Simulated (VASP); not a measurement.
Set up this calculation in VASP 6.6.1, as the native input.

```
Task                   : single point
Functional             : PBE
Potentials or basis    : VASP PAW PBE potentials, release 64 (Pr, Be, Si)
Cutoff                 : 600 eV
k mesh                 : 4 × 4 × 4
Occupations            : gaussian, width 0.2 eV
Spin                   : no spin polarisation
Dipole correction      : no
Further INCAR settings : ALGO = Normal; EDIFF = 1e-06; NBANDS = 20
```

The structure of PrBe3Si lies in POSCAR:

```
PrBe3Si
1.0
    5.2241074453      0.0000000000      0.0000000000
   -2.6120537226      4.5242097597      0.0000000000
    0.0000000000      0.0000000000      5.6194503553
Pr Be Si
1 3 1
Direct
    0.0000000000      0.0000000000      0.0000000000
    0.5000000000      0.0000000000      0.0000000000
    0.0000000000      0.5000000000      0.0000000000
    0.5000000000      0.5000000000      0.0000000000
    0.0000000000      0.0000000000      0.5000000000
```

These files were run (other wordings do the same):

INCAR

```
PREC = Accurate
ENCUT = 600
EDIFF = 1E-6
ISMEAR = 0
SIGMA = 0.2
LREAL = F
LASPH = T
NELM = 200
ALGO = Normal
ISIF = 2
LWAVE = F
LCHARG = F
GGA = PE
NBANDS = 20
GGA_COMPAT = F
LMAXMIX = 6
```

KPOINTS

```
regular mesh
0
Gamma
  4 4 4
```

Potentials or basis: VASP PAW PBE potentials, release 64 (Pr, Be, Si).

Launch:

```bash
$ cat potpaw_PBE.64/Pr/POTCAR potpaw_PBE.64/Be/POTCAR potpaw_PBE.64/Si/POTCAR > POTCAR
$ mpirun -np 1 vasp_std > vasp.out
```

Results of the run:

```yaml
Pressure: -1.3 GPa
```

Run time: 2.4 min on 1 thread of Intel Xeon 8259CL, on a shared host, peak memory 0.3 GiB.
